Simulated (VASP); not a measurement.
# Zn: single point with PBE

Crystal: Zn.

```
Zn
1.0
     0.00000    2.00293    2.00293
     2.00293    0.00000    2.00293
     2.00293    2.00293    0.00000
Zn
1
Direct
  0.00000 0.00000 0.00000
```

This cell differs from its parent crystal: volume scaled by 1.06.

| Item | Value |
| --- | --- |
| Program | VASP 6.6.1 |
| Task | single point |
| Functional | PBE |
| Potentials or basis | VASP PAW PBE potentials, release 64 (Zn) |
| Cutoff | 520 eV |
| k mesh | 18 × 18 × 18 |
| Occupations | gaussian, width 0.1 eV |
| Spin | no spin polarisation |
| Dipole correction | no |
| Further INCAR settings | ALGO = Fast; EDIFF = 1e-07; NBANDS = 12 |

The pressure is -3.1 GPa and the band gap on the k mesh is zero (band 6 reaches 4.32 eV, above the bottom of band 7 at 1.22 eV).

Levels at points of the mesh, in eV from the Fermi level:
| k point | band 3 | band 4 | band 5 | band 6 | band 7 | band 8 | band 9 | band 10 |
| --- | --- | --- | --- | --- | --- | --- | --- | --- |
| (0.00, 0.00, 0.00) | -7.42 | -7.42 | -7.08 | -7.08 | 17.53 | 17.53 | 17.53 | 18.52 |
| (0.50, 0.00, 0.00) | -7.42 | -6.82 | -6.82 | -2.60 | -1.41 | 14.65 | 14.65 | 17.10 |
| (0.50, 0.50, 0.00) | -6.84 | -6.76 | -6.76 | -0.79 | 1.58 | 8.20 | 8.20 | 11.77 |

Run time: 18 s on 1 thread of Intel(R) Xeon(R) Platinum 8488C (Sapphire Rapids), with other jobs on the host, peak memory 0.15 GiB.
